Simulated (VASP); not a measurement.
# Hf (Fm-3m) in VASP: a series of runs, part 3 of 3

VASP 6.6.1. Earlier steps stand in the parts before.

## Step 6: Single point, PBE

This run uses another cell than the first one, of 21.88 Å³/atom, 0.980 times its volume.

INCAR reads:

```
SYSTEM = Hf
PREC = Accurate
ENCUT = 520
EDIFF = 1E-7
ISMEAR = -1
SIGMA = 0.05
LREAL = .FALSE.
LASPH = .TRUE.
NELM = 60
ALGO = Fast
ISIF = 2
LWAVE = .FALSE.
LCHARG = .FALSE.
GGA = PE
NBANDS = 11
```

KPOINTS reads:

```
Automatic mesh
0
G
  10 10 10
  0 0 0
```

POSCAR reads:

```
Hf
1.0
    0.0000000000      2.2200000000      2.2200000000
    2.2200000000      0.0000000000      2.2200000000
    2.2200000000      2.2200000000      0.0000000000
Hf
1
Direct
    0.0000000000      0.0000000000      0.0000000000
```

Potentials or basis: VASP PAW PBE potentials, release 64 (Hf_pv).

On the command line:

```sh
$ cat potpaw_PBE.64/Hf_pv/POTCAR > POTCAR
$ mpirun -np 1 vasp_std > vasp.out
```

OUTCAR:

```text
SYSTEM = Hf
   PREC = Accurate
   ENCUT = 520
   EDIFF = 1E-7
   ISMEAR = -1
   LREAL = .FALSE.
   LASPH = .TRUE.
   NELM = 60
   ISIF = 2
   GGA = PE

 ion  position               nearest neighbor table
   1  0.000  0.000  0.000-

  LATTYP: Found a face centered cubic cell.
 ALAT       =     4.4400000000

  Lattice vectors:

 A1 = (   0.0000000000,   2.2200000000,   2.2200000000)
 A2 = (   2.2200000000,   0.0000000000,   2.2200000000)
 A3 = (   2.2200000000,   2.2200000000,   0.0000000000)

Analysis of symmetry for initial positions (statically):
=====================================================================
 Subroutine PRICEL returns:
 Original cell was already a primitive cell.

 Routine SETGRP: Setting up the symmetry group for a
 face centered cubic supercell.

 Subroutine GETGRP returns: Found 48 space group operations
 (whereof 48 operations were pure point group operations)
 out of a pool of 48 trial point group operations.

The static configuration has the point symmetry O_h .

Analysis of symmetry for dynamics (positions and initial velocities):
=====================================================================
 Subroutine PRICEL returns:
 Original cell was already a primitive cell.

 Routine SETGRP: Setting up the symmetry group for a
 face centered cubic supercell.

 Subroutine GETGRP returns: Found 48 space group operations
 (whereof 48 operations were pure point group operations)
 out of a pool of 48 trial point group operations.

The dynamic configuration has the point symmetry O_h .

 Subroutine INISYM returns: Found 48 space group operations
 (whereof 48 operations are pure point group operations),
 and found     1 'primitive' translations

----------------------------------------------------------------------------------------

                                     Primitive cell

  volume of cell :      21.8821

[... 106 lines left out ...]
     AMIX_MAG =   1.60;   BMIX_MAG =  1.00
  volume/ion in A,a.u.               =      21.88       147.67
  Fermi-wavevector in a.u.,A,eV,Ry     =   1.260991  2.382927 21.634588  1.590097
  Thomas-Fermi vector in A             =   2.394472
   LORBIT       =      0    0 simple, 1 ext, 2 COOP (PROOUT), +10 PAW based schemes
   GGA     = PE    functional components
   LHFCALC =     F    Hartree Fock is set to
   AEXX    =    0.0000 exact exchange contribution
   IVDW    =     0    specifies the selected vdW correction
   LEPSILON=     F    determine dielectric tensor
   LRPA    =     F    only Hartree local field effects (RPA)
 non-spin polarized calculation
 RMM-DIIS sequential band-by-band and
  energy-cutoff  :      520.00
  volume of cell :       21.88
 maximum number of plane-waves:       609
   NGX = 11   NGY = 11   NGZ = 11

 number of electron      10.0000000 magnetization

 Free energy of the ion-electron system (eV)
  ---------------------------------------------------
  ext. energy  EPLUGINS =         0.00000000
  ---------------------------------------------------
  free energy    TOTEN  =        -9.85546855 eV

  energy without entropy =       -9.84446438  energy(sigma->0) =       -9.84996646

 E-fermi :   4.9051     XC(G=0): -11.3853

 val. band max:        4.8825193436   @ k =   0.3000   0.0000   0.0000
 cond. band min:       4.9268207282   @ k =  -0.2000   0.1000   0.0000
 fundamental gap:      0.0443013846
 Fermi energy:         4.9050755969

 k-point     1 :       0.0000    0.0000    0.0000
  band No.  band energies     occupation
      1     -25.0288      2.00000
      2     -25.0288      2.00000
      3     -25.0288      2.00000
      4      -2.3900      2.00000
      5       6.3139      0.00000
      6       6.3139      0.00000
      7       6.3139      0.00000
      8       9.1841      0.00000
      9       9.1841      0.00000
     10      16.2880      0.00000
     11      18.0494      0.00000
[... 309 lines left out ...]
 k-point    24 :       0.4000    0.3000    0.0000
  band No.  band energies     occupation
      1     -25.6989      2.00000
      2     -25.2993      2.00000
      3     -25.2708      2.00000
      4       1.5617      2.00000
      5       3.3492      2.00000
      6       5.7714      0.00000
      7       9.0720      0.00000
      8      10.0947      0.00000
      9      11.2148      0.00000
     10      16.8478      0.00000
     11      18.5161      0.00000

 [... further k-points ...]
[... 5 lines left out ...]
  --------------------------------------------------------------------------------------
  -------------------------------------------------------------------------------------
  Total        0.3574347      0.3574347      0.3574347     -0.0000000     -0.0000000      0.0000000
  in kB       26.1708796     26.1708796     26.1708796     -0.0000000     -0.0000000      0.0000000
  external PRESSURE =      26.1708796 kB  Pullay stress =       0.0000000 kB

 VOLUME and BASIS-vectors are now :
 -----------------------------------------------------------------------------
  energy-cutoff  :      520.00
  volume of cell :       21.88
      direct lattice vectors                 reciprocal lattice vectors
     0.000000000  2.220000000  2.220000000    -0.225225225  0.225225225  0.225225225
     2.220000000  0.000000000  2.220000000     0.225225225 -0.225225225  0.225225225
     2.220000000  2.220000000  0.000000000     0.225225225  0.225225225 -0.225225225

 POSITION                                       TOTAL-FORCE (eV/Angst)
 -----------------------------------------------------------------------------------
      0.00000      0.00000      0.00000         0.000000      0.000000      0.000000
 -----------------------------------------------------------------------------------
    total drift:                                0.000000      0.000000     -0.000000

  FREE ENERGIE OF THE ION-ELECTRON SYSTEM (eV)
  ---------------------------------------------------
  free  energy   TOTEN  =        -9.8554685486 eV

  energy  without entropy=       -9.8444643757  energy(sigma->0) =       -9.84996646
```

stdout:

```text
POSCAR found type information on POSCAR Hf
 POSCAR found :  1 types and       1 ions
 scaLAPACK will be used
 LDA part: xc-table for (Slater+PW92), standard interpolation
 POSCAR, INCAR and KPOINTS ok, starting setup
 FFT: planning ... GRIDC
 FFT: planning ... GRID_SOFT
 FFT: planning ... GRID
 WAVECAR not read
 entering main loop
```

Run time: 11 s. Hardware: 1 thread of Intel Xeon Platinum 8259CL at 2.50GHz (Skylake/Cascade Lake), shared host; peak memory 0.14 GiB.

What came out:

* Free energy: -9.8555 eV
* Pressure: 2.6 GPa
* Band gap on the k mesh: zero (band 5 reaches 6.31 eV, above the bottom of band 6 at 4.50 eV)

Caveat: spin-orbit coupling is left out, which moves the levels of the heavy elements.

## Step 7: The runs side by side

| level | potentials or basis | cell | gap on the mesh (eV) | pressure (GPa) |
| --- | --- | --- | --- | --- |
| LDA | VASP PAW LDA potentials, release 64 (Hf_pv) | a = 3.160 Å, angles 60.0°, 1 atom | none | -7.6 |
| LDA | VASP PAW LDA potentials, release 64 (Hf_pv) | a = 3.181 Å, angles 60.0°, 1 atom | none | -9.3 |
| PBEsol | VASP PAW PBE potentials, release 64 (Hf_pv) | a = 3.181 Å, angles 60.0°, 1 atom | none | -5.9 |
| PBE | VASP PAW PBE potentials, release 64 (Hf_pv) | a = 3.118 Å, angles 60.0°, 1 atom | none | 5.0 |
| PBE | VASP PAW PBE potentials, release 64 (Hf_pv) | a = 3.140 Å, angles 60.0°, 1 atom | none | 2.6 |

Alike in all rows: task single point; no spin polarisation; k mesh 10 × 10 × 10; cutoff (eV) 520; smearing fermi-dirac 0.05 eV.

Caveats: spin-orbit coupling is left out, which moves the levels of the heavy elements; the PAW data sets were made with another functional, which shifts forces and pressure a little (some runs).

Total energies depend on the potentials used, so only differences within one code and one set of settings carry meaning.
